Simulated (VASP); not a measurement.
# CoPtO2 (R-3m) in VASP: relaxation of shape and atoms at fixed volume with PBE

Aim: the relaxation of shape and atoms at fixed volume of CoPtO2 with PBE.

Everything below comes from runs of VASP 6.6.1. Logs are shortened: lines on timing, memory, paths and dates and some standing lists are left out, and cuts for length are marked.

## 1. The cell of the first run

The structure is trigonal, space group R-3m (No. 166). The conventional cell has a = 2.896 Å, b = 2.896 Å, c = 18.089 Å, α = 90.00°, β = 90.00°, γ = 120.00°. Within 2.6 Å of Co (site symmetry -3m) lie 6 O at 1.94 Å. Pt (site symmetry -3m) has 2 O at 2.04 Å within 2.7 Å. O (site symmetry 3m) has 3 Co at 1.94 Å and 1 Pt at 2.04 Å and 3 O at 2.58 Å within 2.6 Å.

## 2. Relaxation of shape and atoms at fixed volume, PBE (10.95 Å³/atom)

Input file INCAR:

```
PREC = Accurate ; ENCUT = 600
EDIFF = 1E-7 ; ISMEAR = 0
SIGMA = 0.05 ; LREAL = False
LASPH = True ; NELM = 120
ALGO = Normal ; ISIF = 4
LWAVE = False ; LCHARG = False
GGA = PE ; IBRION = 2
NSW = 60 ; EDIFFG = -0.01
GGA_COMPAT = False ; NELMIN = 4
```

Input file KPOINTS:

```
regular mesh
0
Gamma
  14 14 14
```

Input file POSCAR:

```
CoPtO2
1.0
    1.4480240428      0.8360170709      6.0296071103
   -1.4480240428      0.8360170709      6.0296071103
    0.0000000000     -1.6720341418      6.0296071103
Co Pt O
1 1 2
Direct
    0.5000000000      0.5000000000      0.5000000000
    0.0000000000      0.0000000000      0.0000000000
    0.8874854202      0.8874854202      0.8874854202
    0.1125145798      0.1125145798      0.1125145798
```

Potentials or basis: VASP PAW PBE potentials, release 64 (Co, Pt, O).

On the command line:

```sh
$ cat potpaw_PBE.64/Co/POTCAR potpaw_PBE.64/Pt/POTCAR potpaw_PBE.64/O/POTCAR > POTCAR
$ mpirun -np 1 vasp_std > vasp.out
```

OUTCAR:

```text
PREC = Accurate
   ENCUT = 600
   EDIFF = 1E-7
   ISMEAR = 0
   LREAL = False
   LASPH = True
   NELM = 120
   ISIF = 4
   GGA = PE
   IBRION = 2
   NSW = 60
   EDIFFG = -0.01
   NELMIN = 4

 ion  position               nearest neighbor table
   1  0.500  0.500  0.500-   4 1.94   3 1.94   4 1.94   4 1.94   3 1.94   3 1.94
   2  0.000  0.000  0.000-   3 2.04   4 2.04
   3  0.887  0.887  0.887-   1 1.94   1 1.94   1 1.94   2 2.04
   4  0.113  0.113  0.113-   1 1.94   1 1.94   1 1.94   2 2.04

  LATTYP: Found a trigonal (rhomboedric) cell.
 ALAT       =     6.2571447223
 COS(alpha) =     0.8928902165

  Lattice vectors:

 A1 = (   1.4480240428,   0.8360170709,   6.0296071103)
 A2 = (  -1.4480240428,   0.8360170709,   6.0296071103)
 A3 = (   0.0000000000,  -1.6720341418,   6.0296071103)

Analysis of symmetry for initial positions (statically):
=====================================================================
 Subroutine PRICEL returns:
 Original cell was already a primitive cell.

 Routine SETGRP: Setting up the symmetry group for a
 trigonal (rhombohedral) supercell.

 Subroutine GETGRP returns: Found 12 space group operations
 (whereof 12 operations were pure point group operations)
 out of a pool of 12 trial point group operations.

The static configuration has the point symmetry D_3d.

Analysis of symmetry for dynamics (positions and initial velocities):
=====================================================================
 Subroutine PRICEL returns:
 Original cell was already a primitive cell.

 Routine SETGRP: Setting up the symmetry group for a
 trigonal (rhombohedral) supercell.

 Subroutine GETGRP returns: Found 12 space group operations
 (whereof 12 operations were pure point group operations)
 out of a pool of 12 trial point group operations.

The dynamic configuration has the point symmetry D_3d.

 Subroutine INISYM returns: Found 12 space group operations
 (whereof 12 operations are pure point group operations),
 and found     1 'primitive' translations

----------------------------------------------------------------------------------------

                                     Primitive cell

  volume of cell :      43.7957

  direct lattice vectors                    reciprocal lattice vectors
[... 98 lines left out ...]
   ISYM   =      2    0-nonsym 1-usesym 2-fastsym
   POTIM  = 0.5000    time-step for ionic-motion
   TEBEG  =    0.0;   TEEND  =   0.0 temperature during run
   PSTRESS=    0.0 pullay stress
   NELECT =      31.0000    total number of electrons
   NUPDOWN=      -1.0000    fix difference up-down
   EMIN   =  10.00;   EMAX   =-10.00  energy-range for DOS
   EFERMI =   0.00;   METHOD = LEGACY
   ISMEAR =     0;   SIGMA  =   0.05  broadening in eV -4-tet -1-fermi 0-gaus
   EFERMI_NEDOS =   21; number of points for ismear=-14 and -15
   IALGO  =     38    algorithm
   IMIX   =      4    mixing-type and parameters
     AMIX     =   0.40;   BMIX     =  1.00
     AMIX_MAG =   1.60;   BMIX_MAG =  1.00
  volume/ion in A,a.u.               =      10.95        73.89
  Fermi-wavevector in a.u.,A,eV,Ry     =   1.458988  2.757087 28.961980  2.128645
  Thomas-Fermi vector in A             =   2.575608
   LORBIT       =      0    0 simple, 1 ext, 2 COOP (PROOUT), +10 PAW based schemes
   GGA     = PE    functional components
   LHFCALC =     F    Hartree Fock is set to
   AEXX    =    0.0000 exact exchange contribution
   IVDW    =     0    specifies the selected vdW correction
   LEPSILON=     F    determine dielectric tensor
   LRPA    =     F    only Hartree local field effects (RPA)
 conjugate gradient relaxation of ions
 non-spin polarized calculation
 Gauss-broadening in eV      SIGMA  =   0.05
  energy-cutoff  :      600.00
  volume of cell :       43.80
 maximum number of plane-waves:      1482
 NGX is ok and might be reduce to    50
   NGX = 25   NGY = 25   NGZ = 25

--------------------------------------- Ionic step        1  -------------------------------------------

 number of electron      31.0000004 magnetization

 Free energy of the ion-electron system (eV)
  ---------------------------------------------------
  ext. energy  EPLUGINS =         0.00000000
  ---------------------------------------------------
  free energy    TOTEN  =       -26.41611961 eV

  energy without entropy =      -26.41485993  energy(sigma->0) =      -26.41548977

------------------------ aborting loop because EDIFF is reached ----------------------------------------

  FORCE on cell =-STRESS in cart. coord.  units (eV):
  Direction    XX          YY          ZZ          XY          YZ          ZX
  --------------------------------------------------------------------------------------
  -------------------------------------------------------------------------------------
  Total       -2.1816680     -2.1816680     -2.5188303     -0.0000000     -0.0000000      0.0000000
  in kB      -79.8119765    -79.8119765    -92.1463857     -0.0000000     -0.0000000      0.0000000
  external PRESSURE =     -83.9234462 kB  Pullay stress =       0.0000000 kB
[... 101 lines left out ...]
--------------------------------------- Ionic step        4  -------------------------------------------

 number of electron      31.0000003 magnetization

 Free energy of the ion-electron system (eV)
  ---------------------------------------------------
  ext. energy  EPLUGINS =         0.00000000
  ---------------------------------------------------
  free energy    TOTEN  =       -26.41655889 eV

  energy without entropy =      -26.41526801  energy(sigma->0) =      -26.41591345

 E-fermi :   7.7996     XC(G=0): -12.2982

 val. band max:        7.7972166358   @ k =  -0.2143  -0.2857   0.1429
 cond. band min:       7.8041402325   @ k =  -0.4286  -0.4286   0.0714
 fundamental gap:      0.0069235968
 Fermi energy:         7.7995732661

 k-point     1 :       0.0000    0.0000    0.0000
  band No.  band energies     occupation
      1     -13.2614      2.00000
      2     -11.5244      2.00000
      3      -1.2825      2.00000
      4       1.2239      2.00000
      5       1.6423      2.00000
      6       1.6423      2.00000
[... 505 lines left out ...]
      6       2.1019      2.00000
[... 11 lines left out ...]
     18       9.0202      0.00000
     19      11.0134      0.00000

 [... further k-points ...]

------------------------ aborting loop because EDIFF is reached ----------------------------------------

  FORCE on cell =-STRESS in cart. coord.  units (eV):
  Direction    XX          YY          ZZ          XY          YZ          ZX
  --------------------------------------------------------------------------------------
  -------------------------------------------------------------------------------------
  Total       -2.2387441     -2.2387441     -2.2384881     -0.0000000      0.0000000      0.0000000
  in kB      -81.8999921    -81.8999921    -81.8906271     -0.0000000      0.0000000      0.0000000
  external PRESSURE =     -81.8968704 kB  Pullay stress =       0.0000000 kB
[... 19 lines left out ...]
  FREE ENERGIE OF THE ION-ELECTRON SYSTEM (eV)
  ---------------------------------------------------
  free  energy   TOTEN  =       -26.4165588864 eV

  energy  without entropy=      -26.4152680058  energy(sigma->0) =      -26.41591345

 reached required accuracy - stopping structural energy minimisation
```

OSZICAR:

```text
N       E                     dE             d eps       ncg     rms          rms(c)
DAV:   1     0.284686665708E+03    0.28469E+03   -0.17115E+04 10976   0.199E+03
DAV:   2     0.617052673057E+00   -0.28407E+03   -0.26704E+03 11767   0.429E+02
DAV:   3    -0.305267162653E+02   -0.31144E+02   -0.29471E+02 13107   0.153E+02
[... 36 lines left out ...]
DAV:   2    -0.264165804255E+02   -0.58013E-04   -0.63817E-04 13034   0.316E-01    0.613E-02
DAV:   3    -0.264165651615E+02    0.15264E-04   -0.82046E-05 13116   0.238E-01    0.328E-02
DAV:   4    -0.264165596982E+02    0.54633E-05   -0.15183E-05 14015   0.103E-01    0.192E-02
DAV:   5    -0.264165589568E+02    0.74134E-06   -0.31586E-06 16808   0.342E-02    0.194E-03
DAV:   6    -0.264165588864E+02    0.70426E-07   -0.23280E-07  8216   0.536E-03
   4 F= -.26416559E+02 E0= -.26415913E+02  d E =-.517758E-04
```

Wall time 30 min (1 thread of Intel Xeon 6975P-C (Granite Rapids), shared host); peak memory 0.64 GiB.

What came out:

| Property | Result |
| --- | --- |
| Free energy | -26.4166 eV |
| Energy gained by relaxing | 0.1 meV/atom |
| Ionic steps | 4 |
| Pressure after relaxing | -8.2 GPa |
| Band gap on the k mesh | zero (an odd number of electrons rules out a gap without spin polarisation) |

Step by step:
| step | energy change (eV) | largest force (eV/Å) | pressure (GPa) | volume (Å³) |
| --- | --- | --- | --- | --- |
| 1 | 0.0000 | 0.0063 | -8.39 | 43.80 |
| 2 | -0.0004 | 0.0389 | -8.19 | 43.80 |
| 3 | -0.0004 | 0.0336 | -8.24 | 43.80 |
| 4 | -0.0004 | 0.0015 | -8.19 | 43.80 |

Final structure:
```yaml
crystal:
  lattice:
    - [1.44987, 0.83708, 6.01430]
    - [-1.44987, 0.83708, 6.01430]
    - [0.00000, -1.67416, 6.01430]
  atoms:
    - { symbol: Co, position: [0.50000, 0.50000, 0.50000] }
    - { symbol: Pt, position: [0.00000, 0.00000, 0.00000] }
    - { symbol: O, position: [0.88738, 0.88738, 0.88738] }
    - { symbol: O, position: [0.11262, 0.11262, 0.11262] }
```

Caveat: spin-orbit coupling is left out, which moves the levels of the heavy elements; an odd number of electrons without spin polarisation forces a metal; a magnetic or distorted state may lie lower; the run has no spin polarisation, though such a crystal can be magnetic; semilocal functionals often make such compounds metallic where correlation or magnetic order opens a gap, which also shifts bond lengths. Spin polarisation is off, so any magnetic state and its effect on volume and gap are missing.
